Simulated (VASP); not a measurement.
# Ge in VASP: notebook, part 2 of 2

VASP 6.6.1.

## (4) Single point, PBE

This run uses another cell than the first one: it holds 8 atoms, not 2.

The input, INCAR:

```
  ALGO = Normal
  EDIFF = 1E-6
  ENCUT = 520
  GGA = PE
  ISIF = 2
  ISMEAR = 0
  LASPH = True
  LCHARG = True
  LELF = True
  LREAL = False
  LVHAR = True
  LWAVE = False
  NBANDS = 66
  NELM = 60
  PREC = Accurate
  SIGMA = 0.1
```

The input, KPOINTS:

```
k-points
0
Gamma
  2 4 4
```

The input, POSCAR:

```
Ge
1.0
    8.2298567537      0.0000000000      0.0000000000
    0.0000000000      5.6620052281      0.0000000000
    0.0000000000      0.0000000000      4.1091666142
Ge
8
Direct
    0.0000000000      0.1251980152      0.2500252453
    0.5000000000      0.8748019848      0.7500252453
    0.5000000000      0.1251980152      0.2499747547
    0.0000000000      0.8748019848      0.7499747547
    0.2500000000      0.3748370459      0.2500000000
    0.2500000000      0.6251629541      0.7500000000
    0.7500000000      0.6251629541      0.7500000000
    0.7500000000      0.3748370459      0.2500000000
```

Potentials or basis: VASP PAW PBE potentials, release 64 (Ge_d).

Launch:

```
$ cat potpaw_PBE.64/Ge_d/POTCAR > POTCAR
$ mpirun -np 1 vasp_std > vasp.out
```

OUTCAR:

```text
EDIFF = 1E-6
   ENCUT = 520
   GGA = PE
   ISIF = 2
   ISMEAR = 0
   LASPH = True
   LREAL = False
   NELM = 60
   PREC = Accurate

 ion  position               nearest neighbor table
   1  0.000  0.125  0.250-   4 2.50   5 2.50   8 2.50   4 2.50
   2  0.500  0.875  0.750-   3 2.50   6 2.50   7 2.50   3 2.50
   3  0.500  0.125  0.250-   2 2.50   5 2.50   8 2.50   2 2.50
   4  0.000  0.875  0.750-   1 2.50   6 2.50   7 2.50   1 2.50
   5  0.250  0.375  0.250-   6 2.50   6 2.50   1 2.50   3 2.50
   6  0.250  0.625  0.750-   5 2.50   5 2.50   2 2.50   4 2.50
   7  0.750  0.625  0.750-   8 2.50   8 2.50   2 2.50   4 2.50
   8  0.750  0.375  0.250-   7 2.50   7 2.50   1 2.50   3 2.50

  LATTYP: Found a simple orthorhombic cell.
 ALAT       =     4.1091666142
 B/A-ratio  =     1.3778962402
 C/A-ratio  =     2.0028043461

  Lattice vectors:

 A1 = (   0.0000000000,   0.0000000000,  -4.1091666142)
 A2 = (   0.0000000000,   5.6620052281,   0.0000000000)
 A3 = (   8.2298567537,   0.0000000000,   0.0000000000)

Analysis of symmetry for initial positions (statically):
=====================================================================
 Subroutine PRICEL returns:
 Original cell was already a primitive cell.

 Routine SETGRP: Setting up the symmetry group for a
 simple orthorhombic supercell.

 Subroutine GETGRP returns: Found  8 space group operations
 (whereof  4 operations were pure point group operations)
 out of a pool of  8 trial point group operations.

The static configuration has the point symmetry C_2h.
 The point group associated with its full space group is D_2h.

Analysis of symmetry for dynamics (positions and initial velocities):
=====================================================================
 Subroutine PRICEL returns:
 Original cell was already a primitive cell.

[... 135 lines left out ...]
  Fermi-wavevector in a.u.,A,eV,Ry     =   1.369122  2.587265 25.504045  1.874494
  Thomas-Fermi vector in A             =   2.495025
   LORBIT       =      0    0 simple, 1 ext, 2 COOP (PROOUT), +10 PAW based schemes
   GGA     = PE    functional components
   LHFCALC =     F    Hartree Fock is set to
   AEXX    =    0.0000 exact exchange contribution
   IVDW    =     0    specifies the selected vdW correction
   LEPSILON=     F    determine dielectric tensor
   LRPA    =     F    only Hartree local field effects (RPA)
 non-spin polarized calculation
 Gauss-broadening in eV      SIGMA  =   0.10
  energy-cutoff  :      520.00
  volume of cell :      191.48
 maximum number of plane-waves:      5181
 NGX is ok and might be reduce to    64

 number of electron     112.0000049 magnetization

 Free energy of the ion-electron system (eV)
  ---------------------------------------------------
  ext. energy  EPLUGINS =         0.00000000
  ---------------------------------------------------
  free energy    TOTEN  =       -35.81006182 eV

  energy without entropy =      -35.80148511  energy(sigma->0) =      -35.80577346

 E-fermi :   4.4305     XC(G=0):  -9.6538

 val. band max:        4.4253345782   @ k =   0.0000   0.0000   0.0000
 cond. band min:       4.4793615576   @ k =   0.0000   0.5000   0.5000
 fundamental gap:      0.0540269794
 Fermi energy:         4.4304920123

 k-point     1 :       0.0000    0.0000    0.0000
  band No.  band energies     occupation
      1     -20.2918      2.00000
      2     -20.2918      2.00000
      3     -20.2848      2.00000
      4     -20.2844      2.00000
      5     -20.2839      2.00000
      6     -20.2839      2.00000
[... 1231 lines left out ...]
     65       9.9531      0.00000
     66       9.9532      0.00000

------------------------ aborting loop because EDIFF is reached ----------------------------------------

  FORCE on cell =-STRESS in cart. coord.  units (eV):
  Direction    XX          YY          ZZ          XY          YZ          ZX
  --------------------------------------------------------------------------------------
  -------------------------------------------------------------------------------------
  Total        0.3530506      0.3743031      0.4033598      0.0000000      0.0000000      0.0000000
  in kB        2.9541409      3.1319705      3.3751022      0.0000000      0.0000000      0.0000000
  external PRESSURE =       3.1537379 kB  Pullay stress =       0.0000000 kB

 VOLUME and BASIS-vectors are now :
 -----------------------------------------------------------------------------
  energy-cutoff  :      520.00
  volume of cell :      191.48
      direct lattice vectors                 reciprocal lattice vectors
     8.229856754  0.000000000  0.000000000     0.121508798  0.000000000  0.000000000
     0.000000000  5.662005228  0.000000000     0.000000000  0.176615874  0.000000000
     0.000000000  0.000000000  4.109166614     0.000000000  0.000000000  0.243358348

 POSITION                                       TOTAL-FORCE (eV/Angst)
 -----------------------------------------------------------------------------------
      0.00000      0.70887      1.02740        -0.000000     -0.001928     -0.001820
      4.11493      4.95313      3.08198        -0.000000      0.001928     -0.001820
      4.11493      0.70887      1.02719        -0.000000     -0.001928      0.001820
      0.00000      4.95313      3.08177        -0.000000      0.001928      0.001820
      2.05746      2.12233      1.02729         0.000000     -0.000633     -0.000000
      2.05746      3.53968      3.08187         0.000000      0.000633     -0.000000
      6.17239      3.53968      3.08187         0.000000      0.000633      0.000000
      6.17239      2.12233      1.02729         0.000000     -0.000633      0.000000
 -----------------------------------------------------------------------------------
    total drift:                                0.000000      0.000000      0.000000

  FREE ENERGIE OF THE ION-ELECTRON SYSTEM (eV)
  ---------------------------------------------------
  free  energy   TOTEN  =       -35.8100618192 eV

  energy  without entropy=      -35.8014851095  energy(sigma->0) =      -35.80577346
```

OSZICAR:

```text
N       E                     dE             d eps       ncg     rms          rms(c)
DAV:   1     0.138732549125E+04    0.13873E+04   -0.51578E+04  2772   0.463E+03
DAV:   2     0.242529784506E+03   -0.11448E+04   -0.11118E+04  2376   0.113E+03
DAV:   3    -0.101064736073E+02   -0.25264E+03   -0.24234E+03  2452   0.269E+02
DAV:   4    -0.351771033888E+02   -0.25071E+02   -0.24340E+02  2762   0.897E+01
DAV:   5    -0.360832658500E+02   -0.90616E+00   -0.89840E+00  2642   0.188E+01    0.610E+00
DAV:   6    -0.359049554450E+02    0.17831E+00   -0.33827E-01  2710   0.324E+00    0.354E+00
DAV:   7    -0.358003592486E+02    0.10460E+00   -0.18712E-01  2860   0.219E+00    0.275E-01
DAV:   8    -0.358073485199E+02   -0.69893E-02   -0.20338E-02  2926   0.169E+00    0.166E-01
DAV:   9    -0.358099190183E+02   -0.25705E-02   -0.35124E-03  2598   0.138E+00    0.259E-02
DAV:  10    -0.358100338265E+02   -0.11481E-03   -0.45804E-04  2760   0.531E-01    0.156E-02
DAV:  11    -0.358100559214E+02   -0.22095E-04   -0.21833E-04  2982   0.127E-01    0.609E-03
DAV:  12    -0.358100611067E+02   -0.51853E-05   -0.14880E-05  2562   0.104E-01    0.204E-03
DAV:  13    -0.358100618192E+02   -0.71253E-06   -0.39007E-06  2070   0.346E-02
   1 F= -.35810062E+02 E0= -.35805773E+02  d E =-.857671E-02
```

Run time: 4.7 min. Hardware: 1 thread of Intel Xeon 8259CL, shared host; peak memory 0.36 GiB.

What came out:

- Free energy: -35.8101 eV
- Pressure: 0.3 GPa
- Band gap on the k mesh: 0.05 eV

Forces on the atoms (eV/Å):
```
Ge   0.000 -0.002 -0.002
Ge   0.000  0.002 -0.002
Ge   0.000 -0.002  0.002
Ge   0.000  0.002  0.002
Ge   0.000 -0.001  0.000
Ge   0.000  0.001  0.000
Ge   0.000  0.001  0.000
Ge   0.000 -0.001  0.000
```

A k mesh can miss the band edges.

## (5) The runs side by side

| task | cell | k mesh | cutoff (eV) | smearing | gap on the mesh (eV) | pressure (GPa) |
| --- | --- | --- | --- | --- | --- | --- |
| single point | a = 4.074 Å, angles 120.0, 120.0, 90.0°, 2 atoms, atomic positions A | 12 × 12 × 12 | 520 | gaussian 0.01 eV | none | -0.1 |
| relaxation of cell and atoms | relaxed from a = 4.058 Å, angles 119.1, 119.1, 91.5°, 2 atoms, atomic positions A | 12 × 12 × 12 | 600 | gaussian 0.01 eV | none | 0.0 |
| single point | a = 8.230, b = 5.662, c = 4.109 Å, 8 atoms, atomic positions B | 2 × 4 × 4 | 520 | gaussian 0.1 eV | 0.05 | 0.3 |

Alike in all rows: level PBE; potentials or basis VASP PAW PBE potentials, release 64 (Ge_d); no spin polarisation.

Caveats: semilocal functionals underestimate gaps, so a narrow gap can read as zero (at least some runs).

Absolute energies hang on the potentials; compare differences alone.
